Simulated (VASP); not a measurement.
# CuBiH3 (R-3c) in VASP: relaxation of cell and atoms with PBE

Aim: the relaxation of cell and atoms of CuBiH3 with PBE.

Program: VASP 6.6.1. These are calculated values, not measurements. Logs are shortened: lines on timing, memory, paths and dates and some standing lists are left out, and cuts for length are marked.

## 1. The cell of the first run

Symmetry: R-3c, No. 167, trigonal system. The conventional cell has a = 5.189 Å, b = 5.189 Å, c = 12.683 Å, α = 90.00°, β = 90.00°, γ = 120.00°. Within 3.3 Å of Cu (site symmetry 32) lie 12 H at 2.46 to 2.72 Å and 8 Bi at 3.17 to 3.18 Å. Bi (site symmetry -3) has 6 H at 1.84 Å within 2.4 Å. Within 2.8 Å of H (site symmetry 2) lie 2 Bi at 1.84 Å and 4 Cu at 2.46 to 2.72 Å and 8 H at 2.59 to 2.60 Å.

## 2. Relaxation of cell and atoms, PBE

File INCAR:

```
SYSTEM = CuBiH3
PREC = Accurate
ENCUT = 600
EDIFF = 1E-7
ISMEAR = 0
SIGMA = 0.1
LREAL = .False.
LASPH = .True.
NELM = 60
ALGO = Normal
ISIF = 3
LWAVE = .False.
LCHARG = .False.
GGA = PE
IBRION = 2
NSW = 90
EDIFFG = -0.04
```

File KPOINTS:

```
regular mesh
0
Gamma
  6 6 6
  0 0 0
```

File POSCAR:

```
CuBiH3
1.0
    2.5947239207      1.4980645541      4.2277218111
   -2.5947239207      1.4980645541      4.2277218111
    0.0000000000     -2.9961291082      4.2277218111
Cu Bi H
2 2 6
Direct
    0.7500000000      0.7500000000      0.7500000000
    0.2500000000      0.2500000000      0.2500000000
    0.5000000000      0.5000000000      0.5000000000
    0.0000000000      0.0000000000      0.0000000000
    0.2250000000      0.2750000000      0.7500000000
    0.2750000000      0.7500000000      0.2250000000
    0.7750000000      0.7250000000      0.2500000000
    0.2500000000      0.7750000000      0.7250000000
    0.7250000000      0.2500000000      0.7750000000
    0.7500000000      0.2250000000      0.2750000000
```

Potentials or basis: VASP PAW PBE potentials, release 64 (Cu, Bi_d, H).

The run is started by

```bash
$ cat potpaw_PBE.64/Cu/POTCAR potpaw_PBE.64/Bi_d/POTCAR potpaw_PBE.64/H/POTCAR > POTCAR
$ mpirun -np 1 vasp_std > vasp.out
```

OUTCAR:

```text
SYSTEM = CuBiH3
   PREC = Accurate
   ENCUT = 600
   EDIFF = 1E-7
   ISMEAR = 0
   LREAL = .False.
   LASPH = .True.
   NELM = 60
   ISIF = 3
   GGA = PE
   IBRION = 2
   NSW = 90
   EDIFFG = -0.04

 ion  position               nearest neighbor table
   1  0.750  0.750  0.750-   3 3.17   4 3.17   3 3.18   3 3.18   4 3.18   4 3.18   3 3.18   4 3.18

   2  0.250  0.250  0.250-   3 3.17   4 3.17   4 3.18   4 3.18   3 3.18   3 3.18   4 3.18   3 3.18

   3  0.500  0.500  0.500-   8 1.84  10 1.84   9 1.84   6 1.84   7 1.84   5 1.84   1 3.17   2 3.17
                             2 3.18   2 3.18   1 3.18   1 3.18   2 3.18   1 3.18   4 3.67   4 3.67
   4  0.000  0.000  0.000-   6 1.84   9 1.84   8 1.84  10 1.84   7 1.84   5 1.84   1 3.17   2 3.17
                             1 3.18   1 3.18   2 3.18   2 3.18   1 3.18   2 3.18   3 3.67   3 3.67
   5  0.225  0.275  0.750-   3 1.84   4 1.84
   6  0.275  0.750  0.225-   4 1.84   3 1.84
   7  0.775  0.725  0.250-   3 1.84   4 1.84
   8  0.250  0.775  0.725-   3 1.84   4 1.84
   9  0.725  0.250  0.775-   4 1.84   3 1.84
  10  0.750  0.225  0.275-   3 1.84   4 1.84

  LATTYP: Found a trigonal (rhomboedric) cell.
 ALAT       =     5.1817392201
 COS(alpha) =     0.4985112421

  Lattice vectors:

 A1 = (   2.5947239207,   1.4980645541,   4.2277218111)
 A2 = (  -2.5947239207,   1.4980645541,   4.2277218111)
 A3 = (   0.0000000000,  -2.9961291082,   4.2277218111)

Analysis of symmetry for initial positions (statically):
=====================================================================
 Subroutine PRICEL returns:
 Original cell was already a primitive cell.

 Routine SETGRP: Setting up the symmetry group for a
 trigonal (rhombohedral) supercell.

 Subroutine GETGRP returns: Found 12 space group operations
 (whereof  6 operations were pure point group operations)
 out of a pool of 12 trial point group operations.

The static configuration has the point symmetry S_6 .
 The point group associated with its full space group is D_3d.

Analysis of symmetry for dynamics (positions and initial velocities):
=====================================================================
 Subroutine PRICEL returns:
 Original cell was already a primitive cell.

 Routine SETGRP: Setting up the symmetry group for a
 trigonal (rhombohedral) supercell.

 Subroutine GETGRP returns: Found 12 space group operations
 (whereof  6 operations were pure point group operations)
 out of a pool of 12 trial point group operations.

The dynamic configuration has the point symmetry S_6 .
 The point group associated with its full space group is D_3d.

 Subroutine INISYM returns: Found 12 space group operations
 (whereof  6 operations are pure point group operations),
 and found     1 'primitive' translations

----------------------------------------------------------------------------------------

                                     Primitive cell

  volume of cell :      98.6005

  direct lattice vectors                    reciprocal lattice vectors
     2.594723921  1.498064554  4.227721811     0.192698728  0.111254663  0.078844671
    -2.594723921  1.498064554  4.227721811    -0.192698728  0.111254663  0.078844671
     0.000000000 -2.996129108  4.227721811     0.000000000 -0.222509325  0.078844671

  length of vectors
     5.181739220  5.181739220  5.181739220     0.236065419  0.236065419  0.236065419

  position of ions in fractional coordinates (direct lattice)
     0.750000000  0.750000000  0.750000000
     0.250000000  0.250000000  0.250000000
     0.500000000  0.500000000  0.500000000
     0.000000000  0.000000000  0.000000000
     0.225000000  0.275000000  0.750000000
     0.275000000  0.750000000  0.225000000
     0.775000000  0.725000000  0.250000000
     0.250000000  0.775000000  0.725000000
     0.725000000  0.250000000  0.775000000
     0.750000000  0.225000000  0.275000000

  ion indices of the primitive-cell ions
   primitive index   ion index
                 1           1
                 2           2
                 3           3
                 4           4
                 5           5
                 6           6
                 7           7
                 8           8
                 9           9
                10          10

----------------------------------------------------------------------------------------

 KPOINTS: regular mesh

Automatic generation of k-mesh.
 Grid dimensions read from file:
 generate k-points for:    6    6    6

 Generating k-lattice:

  Cartesian coordinates                     Fractional coordinates (reciprocal lattice)
     0.032116455  0.018542444  0.013140778     0.166666667 -0.000000000  0.000000000
    -0.032116455  0.018542444  0.013140778    -0.000000000  0.166666667  0.000000000
     0.000000000 -0.037084888  0.013140778     0.000000000  0.000000000  0.166666667

  Length of vectors
     0.039344236  0.039344236  0.039344236

  Shift w.r.t. Gamma in fractional coordinates (k-lattice)
     0.000000000  0.000000000  0.000000000

 Subroutine IBZKPT returns following result:
 ===========================================

 Found     32 irreducible k-points:

 Following reciprocal coordinates:
            Coordinates               Weight
  0.000000  0.000000  0.000000      1.000000
  0.166667  0.000000 -0.000000      6.000000
  0.333333 -0.000000  0.000000      6.000000
  0.500000  0.000000  0.000000      3.000000
  0.166667  0.166667  0.000000      6.000000
  0.333333  0.166667  0.000000     12.000000
[... 16 lines left out ...]
  0.500000  0.500000  0.166667      6.000000
 -0.333333  0.500000  0.166667     12.000000
 [... further k-points ...]
   k-points           NKPTS =     32   k-points in BZ     NKDIM =     32   number of bands    NBANDS=     35
   number of dos      NEDOS =    301   number of ions     NIONS =     10
   total plane-waves  NPLWV =  74088
   dimension x,y,z NGX =    42 NGY =   42 NGZ =   42
   dimension x,y,z NGXF=    84 NGYF=   84 NGZF=   84
   ions per type =               2   2   6
   NGX,Y,Z   is equivalent  to a cutoff of  13.47, 13.47, 13.47 a.u.
   NGXF,Y,Z  is equivalent  to a cutoff of  26.95, 26.95, 26.95 a.u.
 SYSTEM =  CuBiH3
   PREC   = accura    normal or accurate (medium, high low for compatibility)
   ISTART =      0    job   : 0-new  1-cont  2-samecut
   ICHARG =      2    charge: 1-file 2-atom 10-const
   ISPIN  =      1    spin polarized calculation?
   LNONCOLLINEAR =      F non collinear calculations
   LSORBIT =      F    spin-orbit coupling
   LASPH  =      T    aspherical Exc in radial PAW
   ENCUT  =  600.0 eV  44.10 Ry    6.64 a.u.  10.35 10.35 10.35*2*pi/ulx,y,z
   NELM   =     60;   NELMIN=  2; NELMDL= -5     # of ELM steps
   EDIFF  = 0.1E-06   stopping-criterion for ELM
   LREAL  =      F    real-space projection
   EDIFFG = -.4E-01   stopping-criterion for IOM
   NSW    =     90    number of steps for IOM
   IBRION =      2    ionic relax: 0-MD 1-quasi-New 2-CG
   NFREE  =      1    steps in history (QN), initial steepest desc. (CG)
   ISIF   =      3    stress and relaxation
   ISYM   =      2    0-nonsym 1-usesym 2-fastsym
   POTIM  = 0.5000    time-step for ionic-motion
   TEBEG  =    0.0;   TEEND  =   0.0 temperature during run
   PSTRESS=    0.0 pullay stress
   NELECT =      58.0000    total number of electrons
   NUPDOWN=      -1.0000    fix difference up-down
   EMIN   =  10.00;   EMAX   =-10.00  energy-range for DOS
   EFERMI =   0.00;   METHOD = LEGACY
   ISMEAR =     0;   SIGMA  =   0.10  broadening in eV -4-tet -1-fermi 0-gaus
   EFERMI_NEDOS =   21; number of points for ismear=-14 and -15
   IALGO  =     38    algorithm
   IMIX   =      4    mixing-type and parameters
     AMIX     =   0.40;   BMIX     =  1.00
     AMIX_MAG =   1.60;   BMIX_MAG =  1.00
  volume/ion in A,a.u.               =       9.86        66.54
  Fermi-wavevector in a.u.,A,eV,Ry     =   1.371696  2.592129 25.600022  1.881549
  Thomas-Fermi vector in A             =   2.497369
   LORBIT       =      0    0 simple, 1 ext, 2 COOP (PROOUT), +10 PAW based schemes
   GGA     = PE    functional components
   LHFCALC =     F    Hartree Fock is set to
   AEXX    =    0.0000 exact exchange contribution
   IVDW    =     0    specifies the selected vdW correction
   LEPSILON=     F    determine dielectric tensor
   LRPA    =     F    only Hartree local field effects (RPA)
 conjugate gradient relaxation of ions
 non-spin polarized calculation
 Gauss-broadening in eV      SIGMA  =   0.10
  energy-cutoff  :      600.00
  volume of cell :       98.60
 maximum number of plane-waves:      3306
 NGX is ok and might be reduce to    42
   NGX = 21   NGY = 21   NGZ = 21

--------------------------------------- Ionic step        1  -------------------------------------------

 number of electron      57.9999976 magnetization

 Free energy of the ion-electron system (eV)
  ---------------------------------------------------
  ext. energy  EPLUGINS =         0.00000000
  ---------------------------------------------------
  free energy    TOTEN  =       -23.27438270 eV

  energy without entropy =      -23.24958113  energy(sigma->0) =      -23.26198192

------------------------ aborting loop because EDIFF is reached ----------------------------------------

  FORCE on cell =-STRESS in cart. coord.  units (eV):
  Direction    XX          YY          ZZ          XY          YZ          ZX
  --------------------------------------------------------------------------------------
  -------------------------------------------------------------------------------------
  Total       20.1976049     20.1976049     19.9895523     -0.0000000      0.0000000     -0.0000000
  in kB      328.1943637    328.1943637    324.8136808     -0.0000000      0.0000000     -0.0000000
  external PRESSURE =     327.0674694 kB  Pullay stress =       0.0000000 kB
[... 113 lines left out ...]
  FREE ENERGIE OF THE ION-ELECTRON SYSTEM (eV)
  ---------------------------------------------------
  free  energy   TOTEN  =       -26.5473419574 eV

  energy  without entropy=      -26.5183982344  energy(sigma->0) =      -26.53287010

 E-fermi :   5.9747     XC(G=0): -10.1252

 val. band max:        5.9638022718   @ k =  -0.3333  -0.3333   0.1667
 cond. band min:       5.9994646623   @ k =   0.3333   0.3333   0.0000
 fundamental gap:      0.0356623905
 Fermi energy:         5.9747407155

 k-point     1 :       0.0000    0.0000    0.0000
  band No.  band energies     occupation
      1     -17.6868      2.00000
      2     -17.6868      2.00000
      3     -17.6463      2.00000
      4     -17.6412      2.00000
      5     -17.6412      2.00000
      6     -17.6202      2.00000
[... 901 lines left out ...]
     34       8.8071      0.00000
     35      10.2635      0.00000

 [... further k-points ...]

[... ionic steps 4 to 17 ...]

--------------------------------------- Ionic step       18  -------------------------------------------

 number of electron      57.9999981 magnetization

------------------------ aborting loop because EDIFF is reached ----------------------------------------

  FORCE on cell =-STRESS in cart. coord.  units (eV):
  Direction    XX          YY          ZZ          XY          YZ          ZX
  --------------------------------------------------------------------------------------
  -------------------------------------------------------------------------------------
  Total        0.3203944      0.3203944     -0.3036324      0.0000000      0.0000000      0.0000000
  in kB        3.9548085      3.9548085     -3.7479053      0.0000000      0.0000000      0.0000000
  external PRESSURE =       1.3872372 kB  Pullay stress =       0.0000000 kB
[... 73 lines left out ...]
  energy  without entropy=      -30.4080601922  energy(sigma->0) =      -30.41898677

--------------------------------------- Ionic step       20  -------------------------------------------

 number of electron      57.9999986 magnetization

 Free energy of the ion-electron system (eV)
  ---------------------------------------------------
  ext. energy  EPLUGINS =         0.00000000
  ---------------------------------------------------
  free energy    TOTEN  =       -30.43981864 eV

  energy without entropy =      -30.41895684  energy(sigma->0) =      -30.42938774

 E-fermi :   5.1549     XC(G=0):  -9.7637

 val. band max:        5.1279011115   @ k =  -0.3333   0.3333   0.3333
 cond. band min:       5.1657090202   @ k =   0.3333   0.3333   0.0000
 fundamental gap:      0.0378079087
 Fermi energy:         5.1548728718

 k-point     1 :       0.0000    0.0000    0.0000
  band No.  band energies     occupation
      1     -18.4575      2.00000
      2     -18.4575      2.00000
      3     -18.4322      2.00000
      4     -18.4241      2.00000
      5     -18.4241      2.00000
      6     -18.4137      2.00000
[... 901 lines left out ...]
     34       7.8572      0.00000
     35       9.3121      0.00000

 [... further k-points ...]

------------------------ aborting loop because EDIFF is reached ----------------------------------------

  FORCE on cell =-STRESS in cart. coord.  units (eV):
  Direction    XX          YY          ZZ          XY          YZ          ZX
  --------------------------------------------------------------------------------------
  -------------------------------------------------------------------------------------
  Total        0.1010946      0.1010946     -0.1419898     -0.0000000      0.0000000      0.0000000
  in kB        1.2533023      1.2533023     -1.7602925     -0.0000000      0.0000000      0.0000000
  external PRESSURE =       0.2487707 kB  Pullay stress =       0.0000000 kB
[... 25 lines left out ...]
  FREE ENERGIE OF THE ION-ELECTRON SYSTEM (eV)
  ---------------------------------------------------
  free  energy   TOTEN  =       -30.4398186384 eV

  energy  without entropy=      -30.4189568441  energy(sigma->0) =      -30.42938774

 reached required accuracy - stopping structural energy minimisation
```

Wall time 25 min (1 thread of AMD EPYC 9R45 (Zen 5), shared host); peak memory 0.33 GiB.

What came out:

```yaml
Free_energy: -30.4398 eV
Relaxed_volume: 12.92 Å³/atom
Relaxed_cell: a = 5.900 Å, b = 5.900 Å, c = 5.900 Å, α = 55.27°, β = 55.27°, γ = 55.27°
Space_group_after_relaxing_to_0.1_Å: R-3c (No. 167)
Energy_gained_by_relaxing: 716.5 meV/atom
Ionic_steps: 20
Pressure_after_relaxing: 0.0 GPa
Largest_force_after_relaxing: 0.013 eV/Å
Band_gap_on_the_k_mesh: zero (bands 29 and 30 overlap by 2.35 eV)
```

Forces in eV/Å, atoms in the order of the input:
```
Cu   0.000  0.000  0.000
Cu   0.000  0.000  0.000
Bi   0.000  0.000  0.000
Bi   0.000  0.000  0.000
H   -0.013  0.000  0.000
H    0.006  0.011  0.000
H    0.013  0.000  0.000
H   -0.006  0.011  0.000
H   -0.006 -0.011  0.000
H    0.006 -0.011  0.000
```

The path:
```
step  energy change (eV)  largest force (eV/Å)  pressure (GPa)  volume (Å³)
   1              0.0000                0.3055           32.71        98.60
   2             -3.1397                0.1508            4.39       130.20
   3             -3.2730                0.1218            1.27       137.87
   4             -3.2888                0.1101            0.09       141.44
   5             -3.2887                0.1068           -0.21       142.41
   6             -3.2925                0.1110           -0.22       142.36
   7             -3.3048                0.1238           -0.24       142.23
   8             -3.3336                0.1505           -0.29       141.97
   9             -3.4094                0.2085           -0.46       141.45
  10             -3.6474                0.3575           -1.01       140.39
  11             -4.6511                0.8063           -2.52       138.21
  12             -7.1059                0.3354           -0.70       133.68
  13             -6.8531                0.6504           -3.19       134.99
  14             -7.1364                0.0960           -1.85       134.10
  15             -7.1412                0.0624           -1.43       133.93
  16             -7.0048                0.1834            5.41       119.44
  17             -7.1607                0.0981            0.04       129.97
  18             -7.1607                0.0995            0.14       129.80
  19             -7.1555                0.1677           -0.08       128.39
  20             -7.1654                0.0127            0.02       129.24
```

Final structure:
```
Cu Bi H
1.0
     2.73640    1.57986    4.98233
    -2.73640    1.57986    4.98233
     0.00000   -3.15972    4.98233
Cu Bi H
2 2 6
Cartesian
  0.0000 0.0000 11.2103
  0.0000 0.0000 3.7368
  0.0000 0.0000 7.4735
  2.7364 1.5799 4.9823
  -1.1291 -1.5799 6.2279
  -0.8037 1.7677 6.2279
  1.1291 1.5799 8.7191
  -1.9327 0.1879 8.7191
  0.8037 -1.7677 8.7191
  1.9327 -0.1879 6.2279
```

Caveat: the volume moved by over 15 % at a fixed basis, so the end points are rough; spin-orbit coupling is left out, which moves the levels of the heavy elements.

The gap in the log of VASP goes by the Fermi energy; the results here count the filled bands.